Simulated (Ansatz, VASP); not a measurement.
**Os: VASP and Ansatz over several settings**

```xyz
2
Lattice="2.7341 0.0000 0.0000 -1.3671 2.3678 0.0000 0.0000 0.0000 4.3197" Properties=species:S:1:pos:R:3 pbc="T T T"
Os    1.3671    0.7893    3.2398
Os    0.0000    1.5785    1.0799
```

Single points on this cell with VASP 6.6.1 and Ansatz 0.2.0. Each row is one pair of runs. Alike in all rows: spin: off; smearing: fermi-dirac, width 0.05 eV; VASP's potentials, cutoff: VASP PAW PBE potentials, release 64 (Os), 520 eV; Ansatz's potentials, cutoff: Ansatz PAW, 420 eV.

```tsv
level	k mesh	gap on the k mesh at the Fermi level (eV), VASP	gap on the k mesh at the Fermi level (eV), Ansatz	pressure (GPa), VASP	pressure (GPa), Ansatz
PBE0	6 × 6 × 3	none	none	-3.7	-4.8
RPBE+D4	11 × 11 × 6	none	none	-1.0	-0.8
PBE0	6 × 6 × 4	none	none	-4.1	-4.9
```

Pressure (GPa): the two programs differ by at most 1.07.

VASP's potentials hold 16 valence electrons a cell and Ansatz's 32, so a difference there can come from the potentials and not from the codes.

A gap of «none» marks a metal or a gap that the smearing closes.

The k mesh is coarse in some rows, so the values compare programs but aren't converged. Spin-orbit coupling is off throughout.
